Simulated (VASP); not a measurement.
# SiPbI2 (R-3m) in VASP: notebook

Runs on SiPbI2. Level: PBE. Tasks: single point, relaxation of cell and atoms.

Everything below comes from runs of VASP 6.6.1. Logs are shortened: lines on timing, memory, paths and dates and some standing lists are left out, and cuts for length are marked.

### 1 The cell of the first run

Symmetry: R-3m, No. 166, trigonal system. The conventional cell has a = 4.283 Å, b = 4.283 Å, c = 23.780 Å, α = 90.00°, β = 90.00°, γ = 120.00°. Si (site symmetry -3m) has 6 I at 3.44 Å and 6 Si at 4.28 Å and 6 Pb at 4.67 Å within 4.7 Å. Pb (site symmetry -3m) has 6 I at 2.93 Å within 3.9 Å. Within 4.1 Å of I (site symmetry 3m) lie 3 Pb at 2.93 Å and 3 Si at 3.44 Å and 3 I at 4.01 Å.

The cell was generated, and may not be a known phase.

### 2 Single point, PBE

File INCAR:

```
ALGO = Normal
EDIFF = 1E-7
ENCUT = 520
GGA = PE
ISIF = 2
ISMEAR = 0
LASPH = True
LCHARG = False
LREAL = False
LWAVE = False
NBANDS = 24
NELM = 80
PREC = Accurate
SIGMA = 0.1
```

File KPOINTS:

```
k-points
0
Gamma
  6 6 6
```

File POSCAR:

```
SiPbI2
1.0
    2.1417155800      1.2365200700      7.9268305900
   -2.1417155800      1.2365200700      7.9268305900
    0.0000000000     -2.4730401400      7.9268305900
Si Pb I
1 1 2
Direct
    0.0000000000      0.0000000000      0.0000000000
    0.5000000000      0.5000000000      0.5000000000
    0.7670399000      0.7670399000      0.7670399000
    0.2329601000      0.2329601000      0.2329601000
```

Potentials or basis: VASP PAW PBE potentials, release 64 (Si, Pb_d, I).

On the command line:

```bash
$ cat potpaw_PBE.64/Si/POTCAR potpaw_PBE.64/Pb_d/POTCAR potpaw_PBE.64/I/POTCAR > POTCAR
$ mpirun -np 1 vasp_std > vasp.out
```

OUTCAR:

```text
EDIFF = 1E-7
   ENCUT = 520
   GGA = PE
   ISIF = 2
   ISMEAR = 0
   LASPH = True
   LREAL = False
   NELM = 80
   PREC = Accurate

 ion  position               nearest neighbor table
   1  0.000  0.000  0.000-
   2  0.500  0.500  0.500-   4 2.93   4 2.93   3 2.93   3 2.93   4 2.93   3 2.93
   3  0.767  0.767  0.767-   2 2.93   2 2.93   2 2.93
   4  0.233  0.233  0.233-   2 2.93   2 2.93   2 2.93

  LATTYP: Found a trigonal (rhomboedric) cell.
 ALAT       =     8.3036480364
 COS(alpha) =     0.8669497411

  Lattice vectors:

 A1 = (   2.1417155800,   1.2365200700,   7.9268305900)
 A2 = (  -2.1417155800,   1.2365200700,   7.9268305900)
 A3 = (   0.0000000000,  -2.4730401400,   7.9268305900)

Analysis of symmetry for initial positions (statically):
=====================================================================
 Subroutine PRICEL returns:
 Original cell was already a primitive cell.

 Routine SETGRP: Setting up the symmetry group for a
 trigonal (rhombohedral) supercell.

 Subroutine GETGRP returns: Found 12 space group operations
 (whereof 12 operations were pure point group operations)
 out of a pool of 12 trial point group operations.

The static configuration has the point symmetry D_3d.

Analysis of symmetry for dynamics (positions and initial velocities):
=====================================================================
 Subroutine PRICEL returns:
 Original cell was already a primitive cell.

 Routine SETGRP: Setting up the symmetry group for a
 trigonal (rhombohedral) supercell.

 Subroutine GETGRP returns: Found 12 space group operations
 (whereof 12 operations were pure point group operations)
 out of a pool of 12 trial point group operations.

The dynamic configuration has the point symmetry D_3d.

 Subroutine INISYM returns: Found 12 space group operations
 (whereof 12 operations are pure point group operations),
 and found     1 'primitive' translations

----------------------------------------------------------------------------------------

                                     Primitive cell

  volume of cell :     125.9545

  direct lattice vectors                    reciprocal lattice vectors
     2.141715580  1.236520070  7.926830590     0.233457703  0.134786867  0.042051275
    -2.141715580  1.236520070  7.926830590    -0.233457703  0.134786867  0.042051275
     0.000000000 -2.473040140  7.926830590     0.000000000 -0.269573735  0.042051275

  length of vectors
     8.303648036  8.303648036  8.303648038     0.272833848  0.272833848  0.272833847

  position of ions in fractional coordinates (direct lattice)
     0.000000000  0.000000000  0.000000000
     0.500000000  0.500000000  0.500000000
     0.767039900  0.767039900  0.767039900
     0.232960100  0.232960100  0.232960100

  ion indices of the primitive-cell ions
   primitive index   ion index
                 1           1
                 2           2
                 3           3
                 4           4

----------------------------------------------------------------------------------------

 KPOINTS: k-points

Automatic generation of k-mesh.
 Grid dimensions read from file:
 generate k-points for:    6    6    6

 Generating k-lattice:

  Cartesian coordinates                     Fractional coordinates (reciprocal lattice)
     0.038909617  0.022464478  0.007008546     0.166666667  0.000000000  0.000000000
    -0.038909617  0.022464478  0.007008546     0.000000000  0.166666667  0.000000000
     0.000000000 -0.044928956  0.007008546     0.000000000  0.000000000  0.166666667

  Length of vectors
     0.045472308  0.045472308  0.045472308

  Shift w.r.t. Gamma in fractional coordinates (k-lattice)
     0.000000000  0.000000000  0.000000000

 Subroutine IBZKPT returns following result:
 ===========================================

 Found     32 irreducible k-points:

 Following reciprocal coordinates:
            Coordinates               Weight
  0.000000  0.000000  0.000000      1.000000
  0.166667  0.000000  0.000000      6.000000
  0.333333 -0.000000  0.000000      6.000000
  0.500000  0.000000  0.000000      3.000000
  0.166667  0.166667  0.000000      6.000000
  0.333333  0.166667  0.000000     12.000000
[... 16 lines left out ...]
  0.500000  0.500000  0.166667      6.000000
 -0.333333  0.500000  0.166667     12.000000
 [... further k-points ...]
   k-points           NKPTS =     32   k-points in BZ     NKDIM =     32   number of bands    NBANDS=     24
   number of dos      NEDOS =    301   number of ions     NIONS =      4
   total plane-waves  NPLWV = 262144
   dimension x,y,z NGX =    64 NGY =   64 NGZ =   64
   dimension x,y,z NGXF=   128 NGYF=  128 NGZF=  128
   ions per type =               1   1   2
   NGX,Y,Z   is equivalent  to a cutoff of  12.81, 12.81, 12.81 a.u.
   NGXF,Y,Z  is equivalent  to a cutoff of  25.63, 25.63, 25.63 a.u.
 SYSTEM =  unknown system
   PREC   = accura    normal or accurate (medium, high low for compatibility)
   ISTART =      0    job   : 0-new  1-cont  2-samecut
   ICHARG =      2    charge: 1-file 2-atom 10-const
   ISPIN  =      1    spin polarized calculation?
   LNONCOLLINEAR =      F non collinear calculations
   LSORBIT =      F    spin-orbit coupling
   LASPH  =      T    aspherical Exc in radial PAW
   ENCUT  =  520.0 eV  38.22 Ry    6.18 a.u.  15.44 15.44 15.44*2*pi/ulx,y,z
   NELM   =     80;   NELMIN=  2; NELMDL= -5     # of ELM steps
   EDIFF  = 0.1E-06   stopping-criterion for ELM
   LREAL  =      F    real-space projection
   EDIFFG = 0.1E-05   stopping-criterion for IOM
   NSW    =      0    number of steps for IOM
   IBRION =     -1    ionic relax: 0-MD 1-quasi-New 2-CG
   NFREE  =      0    steps in history (QN), initial steepest desc. (CG)
   ISIF   =      2    stress and relaxation
   ISYM   =      2    0-nonsym 1-usesym 2-fastsym
   POTIM  = 0.5000    time-step for ionic-motion
   TEBEG  =    0.0;   TEEND  =   0.0 temperature during run
   PSTRESS=    0.0 pullay stress
   NELECT =      32.0000    total number of electrons
   NUPDOWN=      -1.0000    fix difference up-down
   EMIN   =  10.00;   EMAX   =-10.00  energy-range for DOS
   EFERMI =   0.00;   METHOD = LEGACY
   ISMEAR =     0;   SIGMA  =   0.10  broadening in eV -4-tet -1-fermi 0-gaus
   EFERMI_NEDOS =   21; number of points for ismear=-14 and -15
   IALGO  =     38    algorithm
   IMIX   =      4    mixing-type and parameters
     AMIX     =   0.40;   BMIX     =  1.00
     AMIX_MAG =   1.60;   BMIX_MAG =  1.00
  volume/ion in A,a.u.               =      31.49       212.50
  Fermi-wavevector in a.u.,A,eV,Ry     =   1.036860  1.959382 14.627340  1.075079
  Thomas-Fermi vector in A             =   2.171271
   LORBIT       =      0    0 simple, 1 ext, 2 COOP (PROOUT), +10 PAW based schemes
   GGA     = PE    functional components
   LHFCALC =     F    Hartree Fock is set to
   AEXX    =    0.0000 exact exchange contribution
   IVDW    =     0    specifies the selected vdW correction
   LEPSILON=     F    determine dielectric tensor
   LRPA    =     F    only Hartree local field effects (RPA)
 non-spin polarized calculation
 Gauss-broadening in eV      SIGMA  =   0.10
  energy-cutoff  :      520.00
  volume of cell :      125.95
 maximum number of plane-waves:      3418
 NGX is ok and might be reduce to    64
   NGX = 31   NGY = 31   NGZ = 31

 number of electron      32.0000000 magnetization

 Free energy of the ion-electron system (eV)
  ---------------------------------------------------
  ext. energy  EPLUGINS =         0.00000000
  ---------------------------------------------------
  free energy    TOTEN  =        -8.88092826 eV

  energy without entropy =       -8.86720896  energy(sigma->0) =       -8.87406861

 E-fermi :   6.5534     XC(G=0):  -9.1630

 val. band max:        6.5160843755   @ k =   0.5000   0.3333   0.1667
 cond. band min:       6.5910275654   @ k =   0.3333   0.3333   0.0000
 fundamental gap:      0.0749431900
 Fermi energy:         6.5534080465

 k-point     1 :       0.0000    0.0000    0.0000
  band No.  band energies     occupation
      1     -11.4623      2.00000
      2     -11.4623      2.00000
      3     -11.3914      2.00000
      4     -11.3537      2.00000
      5     -11.3537      2.00000
      6      -9.2200      2.00000
[... 16 lines left out ...]
     23      11.3482      0.00000
     24      11.3482      0.00000

 k-point     2 :       0.1667    0.0000    0.0000
  band No.  band energies     occupation
      1     -11.5118      2.00000
      2     -11.4560      2.00000
      3     -11.3806      2.00000
      4     -11.3574      2.00000
      5     -11.3484      2.00000
      6      -9.0196      2.00000
[... 16 lines left out ...]
     23      11.4873      0.00000
     24      12.0455      0.00000

 k-point     3 :       0.3333   -0.0000    0.0000
  band No.  band energies     occupation
      1     -11.6067      2.00000
      2     -11.4478      2.00000
      3     -11.3748      2.00000
      4     -11.3486      2.00000
      5     -11.3328      2.00000
      6      -8.4871      2.00000
[... 16 lines left out ...]
     23      11.3194      0.00000
     24      12.6615      0.00000

 k-point     4 :       0.5000    0.0000    0.0000
  band No.  band energies     occupation
      1     -11.6516      2.00000
      2     -11.4458      2.00000
      3     -11.3781      2.00000
      4     -11.3387      2.00000
      5     -11.3228      2.00000
      6      -8.0596      2.00000
[... 16 lines left out ...]
     23      10.8796      0.00000
     24      13.9020      0.00000

 k-point     5 :       0.1667    0.1667    0.0000
  band No.  band energies     occupation
      1     -11.5117      2.00000
      2     -11.4560      2.00000
      3     -11.3806      2.00000
      4     -11.3574      2.00000
      5     -11.3484      2.00000
      6      -9.0177      2.00000
[... 451 lines left out ...]
 k-point    22 :      -0.1667    0.3333    0.1667
  band No.  band energies     occupation
      1     -11.6166      2.00000
      2     -11.4827      2.00000
      3     -11.3675      2.00000
      4     -11.3457      2.00000
      5     -11.3298      2.00000
      6      -8.0798      2.00000
[... 16 lines left out ...]
     23      11.7067      0.00000
     24      12.3922      0.00000

 k-point    23 :       0.5000    0.5000    0.1667
  band No.  band energies     occupation
      1     -11.6067      2.00000
      2     -11.4478      2.00000
      3     -11.3748      2.00000
      4     -11.3486      2.00000
      5     -11.3328      2.00000
      6      -8.4750      2.00000
[... 16 lines left out ...]
     23      11.8758      0.00000
     24      12.8274      0.00000

 k-point    24 :      -0.3333    0.5000    0.1667
  band No.  band energies     occupation
      1     -11.6167      2.00000
      2     -11.4827      2.00000
      3     -11.3676      2.00000
      4     -11.3457      2.00000
      5     -11.3298      2.00000
      6      -8.0699      2.00000
[... 16 lines left out ...]
     23      11.7026      0.00000
     24      13.1254      0.00000

 [... further k-points ...]

------------------------ aborting loop because EDIFF is reached ----------------------------------------

  FORCE on cell =-STRESS in cart. coord.  units (eV):
  Direction    XX          YY          ZZ          XY          YZ          ZX
  --------------------------------------------------------------------------------------
  -------------------------------------------------------------------------------------
  Total        7.9459607      7.9459607      9.2451241      0.0000000      0.0000000      0.0000000
  in kB      101.0748722    101.0748728    117.6005991      0.0000000      0.0000000      0.0000000
  external PRESSURE =     106.5834481 kB  Pullay stress =       0.0000000 kB

 VOLUME and BASIS-vectors are now :
 -----------------------------------------------------------------------------
  energy-cutoff  :      520.00
  volume of cell :      125.95
      direct lattice vectors                 reciprocal lattice vectors
     2.141715580  1.236520070  7.926830590     0.233457703  0.134786867  0.042051275
    -2.141715580  1.236520070  7.926830590    -0.233457703  0.134786867  0.042051275
     0.000000000 -2.473040140  7.926830590     0.000000000 -0.269573735  0.042051275

 POSITION                                       TOTAL-FORCE (eV/Angst)
 -----------------------------------------------------------------------------------
      0.00000      0.00000      0.00000        -0.000000      0.000000      0.000000
      0.00000      0.00000     11.89025         0.000000     -0.000000      0.000000
      0.00000      0.00000     18.24059        -0.000000     -0.000000     -2.728541
      0.00000      0.00000      5.53991        -0.000000     -0.000000      2.728541
 -----------------------------------------------------------------------------------
    total drift:                                0.000000      0.000000     -0.000000

  FREE ENERGIE OF THE ION-ELECTRON SYSTEM (eV)
  ---------------------------------------------------
  free  energy   TOTEN  =        -8.8809282557 eV

  energy  without entropy=       -8.8672089648  energy(sigma->0) =       -8.87406861
```

Wall time 2.4 min (1 thread of Intel Xeon 6975P-C (Granite Rapids), shared host); peak memory 0.59 GiB.

Results:

```yaml
Free_energy: -8.8809 eV
Pressure: 10.7 GPa
Largest_force: 2.729 eV/Å
Band_gap_on_the_k_mesh: zero (bands 16 and 17 overlap by 1.01 eV)
```

Forces on the atoms (eV/Å):
```
Si   0.000  0.000  0.000
Pb   0.000  0.000  0.000
I    0.000  0.000 -2.729
I    0.000  0.000  2.729
```

Caveat: the cell stands under pressure; spin-orbit coupling is left out, which moves the levels of the heavy elements; forces of over 1 eV/Å act on the atoms, so gaps and moduli don't describe the material at rest.

### 3 Single point, PBE

This run uses another cell than the first one, of 32.41 Å³/atom.

File INCAR:

```
SYSTEM = SiPbI2
  ALGO = Normal
  EDIFF = 1E-6
  ENCUT = 520
  GGA = PE
  ISIF = 2
  ISMEAR = 0
  LASPH = .True.
  LCHARG = .False.
  LREAL = .False.
  LWAVE = .False.
  NBANDS = 24
  NELM = 100
  PREC = Accurate
  SIGMA = 0.1
```

File KPOINTS:

```
k-points
0
Gamma
  6 6 6
  0 0 0
```

File POSCAR:

```
SiPbI2
1.0
    1.9794363181      1.1428280911      9.5509926283
   -1.9794363181      1.1428280911      9.5509926283
    0.0000000000     -2.2856561822      9.5509926283
Si Pb I
1 1 2
Direct
    0.0000000000      0.0000000000      0.0000000000
    0.5000000000      0.5000000000      0.5000000000
    0.7338902311      0.7338902311      0.7338902311
    0.2661097689      0.2661097689      0.2661097689
```

Potentials or basis: VASP PAW PBE potentials, release 64 (Si, Pb_d, I).

On the command line:

```bash
$ cat potpaw_PBE.64/Si/POTCAR potpaw_PBE.64/Pb_d/POTCAR potpaw_PBE.64/I/POTCAR > POTCAR
$ mpirun -np 1 vasp_std > vasp.out
```

It took 4.5 min on 1 thread of Intel Xeon 6975P-C (Granite Rapids), shared host; peak memory 0.97 GiB.

Results (log left out):

- Free energy: -11.2128 eV
- Pressure: -0.1 GPa
- Largest force: 0.017 eV/Å
- Band gap on the k mesh: zero (bands 16 and 17 overlap by 1.72 eV)

Forces in eV/Å, atoms in the order of the input:
```
Si   0.000  0.000  0.000
Pb   0.000  0.000  0.000
I    0.000  0.000 -0.017
I    0.000  0.000  0.017
```

Levels at points of the mesh, in eV from the Fermi level:
```
           k point  band 12  band 13  band 14  band 15  band 16  band 17  band 18  band 19  band 20  band 21
(0.00, 0.00, 0.00)    -2.53    -2.41    -2.41    -1.30     0.17     1.13     1.13     2.33     3.84     3.84
(0.50, 0.00, 0.00)    -4.58    -3.83    -3.36    -3.08    -1.08     0.80     1.13     1.44     1.48     2.18
(0.50, 0.50, 0.00)    -4.08    -3.86    -3.02    -2.60    -2.02    -0.22     1.00     1.87     2.44     2.79
(0.50, 0.50, 0.50)    -2.51    -2.51    -2.43    -2.43     1.11     1.17     1.17     1.68     3.67     3.67
```

Caveat: spin-orbit coupling is left out, which moves the levels of the heavy elements.

### 4 Relaxation of cell and atoms, PBE

File INCAR:

```
SYSTEM = SiPbI2
  PREC = Accurate
  ENCUT = 600
  EDIFF = 1E-6
  ISMEAR = 0
  SIGMA = 0.1
  LREAL = .False.
  LASPH = .True.
  NELM = 80
  ALGO = Normal
  ISIF = 3
  LWAVE = .False.
  LCHARG = .False.
  GGA = PE
  IBRION = 2
  NSW = 90
  EDIFFG = -0.04
```

File KPOINTS:

```
regular mesh
0
Gamma
  6 6 6
  0 0 0
```

File POSCAR:

```
SiPbI2
1.0
    2.1417155800      1.2365200700      7.9268305900
   -2.1417155800      1.2365200700      7.9268305900
    0.0000000000     -2.4730401400      7.9268305900
Si Pb I
1 1 2
Direct
    0.0000000000      0.0000000000      0.0000000000
    0.5000000000      0.5000000000      0.5000000000
    0.7670399000      0.7670399000      0.7670399000
    0.2329601000      0.2329601000      0.2329601000
```

On the command line:

```bash
$ cat potpaw_PBE.64/Si/POTCAR potpaw_PBE.64/Pb_d/POTCAR potpaw_PBE.64/I/POTCAR > POTCAR
$ mpirun -np 1 vasp_std > vasp.out
```

It took 41 min on 1 thread of Intel Xeon 6975P-C (Granite Rapids), shared host; peak memory 0.86 GiB.

Results (log left out):

```
Free energy                           : -11.2106 eV
Relaxed volume                        : 32.57 Å³/atom
Relaxed cell                          : a = 9.841 Å, b = 9.841 Å, c = 9.841 Å, α = 23.24°, β = 23.24°, γ = 23.24°
Space group after relaxing (to 0.1 Å) : R-3m (No. 166)
Energy gained by relaxing             : 582.4 meV/atom
Ionic steps                           : 18
Pressure after relaxing               : 0.0 GPa
Largest force after relaxing          : 0.035 eV/Å
Band gap on the k mesh                : zero (bands 16 and 17 overlap by 1.65 eV)
```

Forces in eV/Å, atoms in the order of the input:
```
Si   0.000  0.000  0.000
Pb   0.000  0.000  0.000
I    0.000  0.000  0.035
I    0.000  0.000 -0.035
```

Stress tensor (GPa, compression positive):
```
-0.07  0.00  0.00
 0.00 -0.07  0.00
 0.00  0.00  0.01
```

Step by step:
| step | energy change (eV) | largest force (eV/Å) | pressure (GPa) | volume (Å³) |
| --- | --- | --- | --- | --- |
| 1 | 0.0000 | 2.7286 | 10.67 | 125.95 |
| 2 | -1.1632 | 0.3256 | -1.57 | 168.18 |
| 3 | -1.1931 | 0.5759 | -0.52 | 160.30 |
| 4 | -1.2596 | 0.5609 | -0.56 | 158.17 |
| 5 | -1.4633 | 0.5270 | -0.74 | 151.61 |
| 6 | -1.8466 | 0.5493 | -1.02 | 137.86 |
| 7 | -1.2707 | 0.2175 | 5.79 | 108.76 |
| 8 | -1.9847 | 0.5979 | -0.86 | 131.28 |
| 9 | -1.9998 | 0.6027 | -0.15 | 126.15 |
| 10 | -2.0658 | 0.5645 | 0.43 | 123.33 |
| 11 | -2.1231 | 0.2676 | 2.64 | 117.10 |
| 12 | -2.2233 | 0.0814 | 2.09 | 119.76 |
| 13 | -2.2926 | 0.2038 | 1.67 | 124.07 |
| 14 | -2.2932 | 0.2487 | 1.65 | 124.66 |
| 15 | -2.3253 | 0.0502 | 0.22 | 129.27 |
| 16 | -2.3260 | 0.0164 | -0.03 | 130.16 |
| 17 | -2.3281 | 0.0228 | -0.04 | 130.21 |
| 18 | -2.3296 | 0.0351 | -0.04 | 130.30 |

Final structure:
```
CELL_PARAMETERS angstrom
1.98244 1.14456 9.57090
-1.98244 1.14456 9.57090
0.00000 -2.28913 9.57090
ATOMIC_POSITIONS crystal
Si 0.00000 0.00000 0.00000
Pb 0.50000 0.50000 0.50000
I 0.73307 0.73307 0.73307
I 0.26693 0.26693 0.26693
```

Levels at points of the mesh, in eV from the Fermi level:
```csv
k point,band 13,band 14,band 15,band 16,band 17,band 18,band 19,band 20
"(0.00, 0.00, 0.00)",-2.45,-2.45,-1.32,0.15,1.11,1.11,2.23,3.84
"(0.50, 0.00, 0.00)",-3.88,-3.32,-3.10,-1.10,0.87,1.13,1.43,1.46
"(0.50, 0.50, 0.00)",-3.91,-3.04,-2.60,-2.00,-0.21,1.03,1.89,2.44
"(0.50, 0.50, 0.50)",-2.56,-2.46,-2.46,1.06,1.15,1.15,1.59,3.96
```

Caveat: a cell axis changed by over 15 % at a fixed basis, so the end point is rough; spin-orbit coupling is left out, which moves the levels of the heavy elements.

(Part 1 of 2 ends here.)

The gap in the log of VASP goes by the Fermi energy; the results here count the filled bands.